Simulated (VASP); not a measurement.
Set up this calculation in VASP 6.6.1, as the native input.

```
Task                   : single point
Functional             : PBE
Potentials or basis    : VASP PAW PBE potentials, release 64 (Li_sv, H)
Cutoff                 : 520 eV
k mesh                 : 14 × 14 × 14
Occupations            : gaussian, width 0.05 eV
Spin                   : no spin polarisation
Dipole correction      : no
Further INCAR settings : ALGO = Normal; EDIFF = 1e-06; NBANDS = 9
```

The structure of LiH lies in POSCAR:

```
LiH
1.0
    0.0000000000      2.0367500000      2.0367500000
    2.0367500000      0.0000000000      2.0367500000
    2.0367500000      2.0367500000      0.0000000000
Li H
1 1
Direct
    0.0000000000      0.0000000000      0.0000000000
    0.5000000000      0.5000000000      0.5000000000
```

These files were run (other wordings do the same):

INCAR

```
  PREC = Accurate
  ENCUT = 520
  EDIFF = 1E-6
  ISMEAR = 0
  SIGMA = 0.05
  LREAL = False
  LASPH = True
  NELM = 100
  ALGO = Normal
  ISIF = 2
  LWAVE = False
  LCHARG = False
  GGA = PE
  NBANDS = 9
```

KPOINTS

```
Automatic mesh
0
Gamma
  14 14 14
```

Potentials or basis: VASP PAW PBE potentials, release 64 (Li_sv, H).

Launch:

```bash
$ cat potpaw_PBE.64/Li_sv/POTCAR potpaw_PBE.64/H/POTCAR > POTCAR
$ mpirun -np 1 vasp_std > vasp.out
```

It gave:

The band gap on the k mesh is 3.01 eV, direct.

Run time: 4.6 s on 1 thread of Intel(R) Xeon(R) 6975P-C (Granite Rapids) (shared host), peak memory 0.13 GiB.
